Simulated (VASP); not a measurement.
Here is a VASP 6.6.1 calculation.

The input INCAR:

```
PREC     = Accurate       # precision mode
ENCUT    = 520            # plane-wave cutoff, eV
EDIFF    = 1E-7           # SCF threshold, eV
ISMEAR   = 0              # smearing method
SIGMA    = 0.05           # smearing width, eV
LREAL    = F              # projectors in reciprocal space
LASPH    = T              # aspherical terms in the spheres
NELM     = 80             # most SCF steps
ALGO     = Normal         # electronic algorithm
ISIF     = 2              # what is computed and relaxed
LWAVE    = F              # write WAVECAR
LCHARG   = F              # write CHGCAR
GGA      = PE             # functional
NBANDS   = 26             # bands
```

The input KPOINTS:

```
Automatic mesh
0
Gamma
  6 6 6
```

The input POSCAR:

```
C
1.0
    3.5714750638      0.0000000000      0.0000000000
    0.0000000000     -3.5714750638      0.0000000000
    0.0000000000      0.0000000000     -3.5714750638
C
8
Direct
    0.5000000000      0.0000000000     -0.0034999544
    0.0000000000      0.5000000000      0.0000000000
    0.0000000000      0.0000000000      0.5000000000
    0.5000000000      0.5000000000      0.5000000000
    0.7500000000      0.7500000000      0.7500000000
    0.2500000000      0.2500000000      0.7500000000
    0.2500000000      0.7500000000      0.2500000000
    0.7500000000      0.2500000000      0.2500000000
```

Potentials or basis: VASP PAW PBE potentials, release 64 (C).

Launch:

```bash
$ cat potpaw_PBE.64/C/POTCAR > POTCAR
$ mpirun -np 1 vasp_std > vasp.out
```

Predict the pressure.

0.7 GPa.

What does it give for the largest force?

0.552 eV/Å.

What does it give for the band gap on the k mesh?

4.10 eV.

Stress tensor (GPa, compression positive):
```
0.73 0.13 0.00
0.13 0.73 0.00
0.00 0.00 0.71
```

Caveat: the cell differs from its parent crystal (atom 1 (C) moved +0.013 Å along Cartesian [0 0 1]). A k mesh can miss the band edges.
